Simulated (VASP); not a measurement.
Wanted: the native input for a VASP 6.6.1 run.

```yaml
Task: single point
Functional: PBEsol
Potentials_or_basis: VASP PAW PBE potentials, release 64 (W_sv)
Cutoff: 520 eV
k_mesh: 18 × 18 × 18
Occupations: gaussian, width 0.05 eV
Spin: no spin polarisation
Dipole_correction: no
Further_INCAR_settings: ALGO = Normal; EDIFF = 1e-06; NBANDS = 13
```

The structure of W lies in POSCAR:

```
W
1.0
   -1.5771418381      1.5771418381      1.5771418381
    1.5771418381     -1.5771418381      1.5771418381
    1.5771418381      1.5771418381     -1.5771418381
W
1
Direct
    0.0000000000      0.0000000000      0.0000000000
```

One way to write it, as run:

INCAR

```
PREC = Accurate
ENCUT = 520
EDIFF = 1E-6
ISMEAR = 0
SIGMA = 0.05
LREAL = False
LASPH = True
NELM = 60
ALGO = Normal
ISIF = 2
LWAVE = False
LCHARG = False
GGA = PS
NBANDS = 13
```

KPOINTS

```
regular mesh
0
Gamma
  18 18 18
```

Potentials or basis: VASP PAW PBE potentials, release 64 (W_sv).

Command:

```sh
$ cat potpaw_PBE.64/W_sv/POTCAR > POTCAR
$ mpirun -np 1 vasp_std > vasp.out
```

It gave:

* Pressure: 0.6 GPa
* Band gap on the k mesh: zero (bands 7 and 8 overlap by 6.50 eV)

Caveat: the PAW data sets were made with another functional, which shifts forces and pressure a little; spin-orbit coupling is left out, which moves the levels of the heavy elements.

Wall time 24 s on 1 thread of Intel(R) Xeon(R) Platinum 8259CL CPU @ 2.50GHz (Skylake/Cascade Lake), on a shared host, peak memory 0.15 GiB.
